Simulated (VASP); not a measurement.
# Si (P6_3/mmc) in VASP: relaxation of the atoms with r2SCAN

Aim: the relaxation of the atoms of Si with r2SCAN.

All numbers are computed with VASP 6.6.1; they aren't measurements. Logs are shortened: lines on timing, memory, paths and dates and some standing lists are left out, and cuts for length are marked.

### 1 The cell of the first run

The structure is hexagonal, space group P6_3/mmc (No. 194). The conventional cell has a = 3.813 Å, b = 3.813 Å, c = 6.310 Å, α = 90.00°, β = 90.00°, γ = 120.00°. Within 3.1 Å of Si (site symmetry 3m) lie 4 Si at 2.34 to 2.36 Å.

This isn't the form of Si at room conditions, which is diamond.

### 2 Relaxation of the atoms, r2SCAN

POSCAR reads:

```
Si
1.0
    3.8128813411      0.0000000000      0.0000000000
   -1.9064406705      3.3020521030      0.0000000000
    0.0000000000      0.0000000000      6.3098786945
Si
4
Direct
    0.3333333333      0.6666666667      0.0630711931
    0.6666666667      0.3333333333      0.5630711931
    0.3333333333      0.6666666667      0.4369288069
    0.6666666667      0.3333333333      0.9369288069
```

INCAR.step1 reads:

```
SYSTEM = Si
  PREC = Accurate
  ENCUT = 520
  ISMEAR = 0
  SIGMA = 0.01
  LREAL = .False.
  LASPH = .True.
  NELM = 80
  ISYM = 0
  GGA = PE
  ALGO = Normal
  EDIFF = 1E-4
  LWAVE = .True.
  LCHARG = .False.
```

INCAR.step2 reads:

```
SYSTEM = Si
  PREC = Accurate
  ENCUT = 520
  EDIFF = 1E-6
  ISMEAR = 0
  SIGMA = 0.01
  LREAL = .False.
  LASPH = .True.
  NELM = 80
  ALGO = Normal
  ISIF = 2
  LWAVE = .False.
  LCHARG = .False.
  METAGGA = R2SCAN
  LMIXTAU = .True.
  IBRION = 2
  NSW = 100
  EDIFFG = -0.002
  ISYM = 0
  ISTART = 1
```

KPOINTS reads:

```
Automatic mesh
0
Gamma
  6 6 4
  0 0 0
```

Potentials or basis: VASP PAW PBE potentials, release 64 (Si).

Launch:

```sh
> cat potpaw_PBE.64/Si/POTCAR > POTCAR
> cp INCAR.step1 INCAR
> mpirun -np 1 vasp_std > vasp.out
> cp INCAR.step2 INCAR
> mpirun -np 1 vasp_std > vasp.out
```

OUTCAR:

```text
SYSTEM = Si
   PREC = Accurate
   ENCUT = 520
   EDIFF = 1E-6
   ISMEAR = 0
   LREAL = .False.
   LASPH = .True.
   NELM = 80
   ISIF = 2
   METAGGA = R2SCAN
   IBRION = 2
   NSW = 100
   EDIFFG = -0.002
   ISYM = 0
   ISTART = 1

 ion  position               nearest neighbor table
   1  0.333  0.667  0.063-   4 2.34   4 2.34   4 2.34   3 2.36
   2  0.667  0.333  0.563-   3 2.34   3 2.34   3 2.34   4 2.36
   3  0.333  0.667  0.437-   2 2.34   2 2.34   2 2.34   1 2.36
   4  0.667  0.333  0.937-   1 2.34   1 2.34   1 2.34   2 2.36

IMPORTANT INFORMATION: All symmetrisations will be switched off!
NOSYMM: (Re-)initialisation of all symmetry stuff for point group C_1.

----------------------------------------------------------------------------------------

                                     Primitive cell

  volume of cell :      79.4435

  direct lattice vectors                    reciprocal lattice vectors
     3.812881341  0.000000000  0.000000000     0.262268849  0.151420990  0.000000000
    -1.906440671  3.302052103  0.000000000     0.000000000  0.302841981  0.000000000
     0.000000000  0.000000000  6.309878695     0.000000000  0.000000000  0.158481652

  length of vectors
     3.812881341  3.812881341  6.309878695     0.302841981  0.302841981  0.158481652

  position of ions in fractional coordinates (direct lattice)
     0.333333333  0.666666667  0.063071193
     0.666666667  0.333333333  0.563071193
     0.333333333  0.666666667  0.436928807
     0.666666667  0.333333333  0.936928807

  ion indices of the primitive-cell ions
   primitive index   ion index
                 1           1
                 2           2
                 3           3
                 4           4

----------------------------------------------------------------------------------------

 KPOINTS: Automatic mesh

Automatic generation of k-mesh.
 Grid dimensions read from file:
 generate k-points for:    6    6    4

 Generating k-lattice:

  Cartesian coordinates                     Fractional coordinates (reciprocal lattice)
     0.043711475  0.025236832  0.000000000     0.166666667  0.000000000  0.000000000
     0.000000000  0.050473663  0.000000000     0.000000000  0.166666667  0.000000000
[... 121 lines left out ...]
  energy-cutoff  :      520.00
  volume of cell :       79.44
      direct lattice vectors                 reciprocal lattice vectors
     3.812881341  0.000000000  0.000000000     0.262268849  0.151420990  0.000000000
    -1.906440671  3.302052103  0.000000000     0.000000000  0.302841981  0.000000000
     0.000000000  0.000000000  6.309878695     0.000000000  0.000000000  0.158481652

 POSITION                                       TOTAL-FORCE (eV/Angst)
 -----------------------------------------------------------------------------------
     -0.00000      2.20137      0.39797         0.000001     -0.000000     -0.003651
      1.90644      1.10068      3.55291        -0.000001      0.000000     -0.003651
     -0.00000      2.20137      2.75697         0.000000     -0.000000      0.003651
      1.90644      1.10068      5.91191        -0.000001      0.000000      0.003651
 -----------------------------------------------------------------------------------
    total drift:                               -0.000000     -0.000000      0.000000

  FREE ENERGIE OF THE ION-ELECTRON SYSTEM (eV)
  ---------------------------------------------------
  free  energy   TOTEN  =       -35.0208321599 eV

  energy  without entropy=      -35.0208321599  energy(sigma->0) =      -35.02083216

--------------------------------------- Ionic step        2  -------------------------------------------

 number of electron      15.9999999 magnetization

 Free energy of the ion-electron system (eV)
  ---------------------------------------------------
  ext. energy  EPLUGINS =         0.00000000
  ---------------------------------------------------
  free energy    TOTEN  =       -35.02083314 eV

  energy without entropy =      -35.02083314  energy(sigma->0) =      -35.02083314

 E-fermi :   6.1845     XC(G=0):  -9.8811

 val. band max:        6.1010117211   @ k =   0.0000   0.0000   0.0000
 cond. band min:       6.6916097680   @ k =   0.5000  -0.0000   0.0000
 fundamental gap:      0.5905980469
 Fermi energy:         6.1844533033

 k-point     1 :       0.0000    0.0000    0.0000
  band No.  band energies     occupation
      1      -6.7742      2.00000
      2      -4.3450      2.00000
      3      -1.5012      2.00000
      4       4.4739      2.00000
      5       4.4739      2.00000
      6       5.7163      2.00000
      7       6.1010      2.00000
      8       6.1010      2.00000
      9       7.5227      0.00000
     10       8.2652      0.00000
     11       8.2652      0.00000
     12       8.6640      0.00000
[... 331 lines left out ...]
 k-point    24 :      -0.1667    0.1667    0.2500
  band No.  band energies     occupation
      1      -6.2185      2.00000
      2      -4.6642      2.00000
      3      -0.3129      2.00000
      4       2.7646      2.00000
      5       3.3493      2.00000
      6       4.0634      2.00000
      7       4.6715      2.00000
      8       5.1967      2.00000
      9       7.6640      0.00000
     10       9.1045      0.00000
     11       9.4938      0.00000
     12       9.5564      0.00000

 [... further k-points ...]
[... 5 lines left out ...]
  --------------------------------------------------------------------------------------
  -------------------------------------------------------------------------------------
  Total        0.7014997      0.7015011      0.5725977      0.0000014      0.0000025      0.0000004
  in kB       14.1475042     14.1475329     11.5478724      0.0000282      0.0000510      0.0000089
  external PRESSURE =      13.2809698 kB  Pullay stress =       0.0000000 kB

 VOLUME and BASIS-vectors are now :
 -----------------------------------------------------------------------------
  energy-cutoff  :      520.00
  volume of cell :       79.44
      direct lattice vectors                 reciprocal lattice vectors
     3.812881341  0.000000000  0.000000000     0.262268849  0.151420990  0.000000000
    -1.906440671  3.302052103  0.000000000     0.000000000  0.302841981  0.000000000
     0.000000000  0.000000000  6.309878695     0.000000000  0.000000000  0.158481652

 POSITION                                       TOTAL-FORCE (eV/Angst)
 -----------------------------------------------------------------------------------
      0.00000      2.20137      0.39780        -0.000000     -0.000000      0.001367
      1.90644      1.10068      3.55273        -0.000000     -0.000000      0.001367
      0.00000      2.20137      2.75714         0.000000      0.000000     -0.001367
      1.90644      1.10068      5.91208         0.000000      0.000000     -0.001367
 -----------------------------------------------------------------------------------
    total drift:                               -0.000001     -0.000000     -0.000000

  FREE ENERGIE OF THE ION-ELECTRON SYSTEM (eV)
  ---------------------------------------------------
  free  energy   TOTEN  =       -35.0208331425 eV

  energy  without entropy=      -35.0208331425  energy(sigma->0) =      -35.02083314

 reached required accuracy - stopping structural energy minimisation
```

OSZICAR.step1:

```text
N       E                     dE             d eps       ncg     rms          rms(c)
DAV:   1     0.333397990399E+02    0.33340E+02   -0.62115E+03  1824   0.109E+03
DAV:   2    -0.196457547307E+02   -0.52986E+02   -0.48827E+02  2480   0.145E+02
DAV:   3    -0.219503017437E+02   -0.23045E+01   -0.22554E+01  2344   0.296E+01
DAV:   4    -0.219899481026E+02   -0.39646E-01   -0.39564E-01  2228   0.475E+00
DAV:   5    -0.219908478291E+02   -0.89973E-03   -0.89911E-03  2328   0.662E-01    0.699E+00
DAV:   6    -0.217277490357E+02    0.26310E+00   -0.13270E-01  2112   0.207E+00    0.428E+00
DAV:   7    -0.216080505111E+02    0.11970E+00   -0.27519E-01  1960   0.308E+00    0.259E-01
DAV:   8    -0.216101135827E+02   -0.20631E-02   -0.14739E-02  2176   0.814E-01    0.977E-02
DAV:   9    -0.216105822098E+02   -0.46863E-03   -0.70807E-04  2268   0.195E-01    0.818E-02
DAV:  10    -0.216107147526E+02   -0.13254E-03   -0.18904E-04  1924   0.898E-02    0.147E-02
DAV:  11    -0.216107151885E+02   -0.43586E-06   -0.38649E-06  1156   0.152E-02
   1 F= -.21610715E+02 E0= -.21610715E+02  d E =-.591872E-35
```

It took 2.5 min on 1 thread of AMD EPYC 9R45 (Zen 5), shared host; peak memory 0.19 GiB.

What came out:

| Property | Result |
| --- | --- |
| Free energy | -35.0208 eV |
| Energy gained by relaxing | 0.0 meV/atom |
| Ionic steps | 2 |
| Pressure after relaxing | 1.3 GPa |
| Band gap on the k mesh | 0.59 eV (least direct gap 1.42 eV) |

Final structure:
```
Si
1.0
     3.81288    0.00000    0.00000
    -1.90644    3.30205    0.00000
     0.00000    0.00000    6.30988
Si
4
Direct
  0.33333 0.66667 0.06304
  0.66667 0.33333 0.56304
  0.33333 0.66667 0.43696
  0.66667 0.33333 0.93696
```

Levels at points of the mesh, in eV from the valence-band top:
| k point | band 6 | band 7 | band 8 | band 9 | band 10 | band 11 |
| --- | --- | --- | --- | --- | --- | --- |
| (0.00, 0.00, 0.00) | -0.38 | 0.00 | 0.00 | 1.42 | 2.16 | 2.16 |
| (0.50, 0.00, 0.00) | -3.27 | -3.16 | -1.55 | 0.59 | 2.67 | 3.22 |
| (0.00, 0.50, 0.00) | -3.27 | -3.16 | -1.55 | 0.59 | 2.67 | 3.22 |
| (0.50, 0.50, 0.00) | -3.27 | -3.16 | -1.55 | 0.59 | 2.67 | 3.22 |
| (0.00, 0.00, 0.50) | -0.99 | -0.99 | -0.99 | 2.20 | 2.20 | 3.20 |
| (0.50, 0.00, 0.50) | -2.61 | -2.59 | -2.59 | 1.15 | 1.15 | 1.87 |
| (0.00, 0.50, 0.50) | -2.61 | -2.59 | -2.59 | 1.15 | 1.15 | 1.87 |
| (0.50, 0.50, 0.50) | -2.61 | -2.59 | -2.59 | 1.15 | 1.15 | 1.87 |

Caveat: semilocal functionals underestimate gaps, and a narrow one can read as zero; the PAW data sets were made with another functional, which shifts forces and pressure a little.
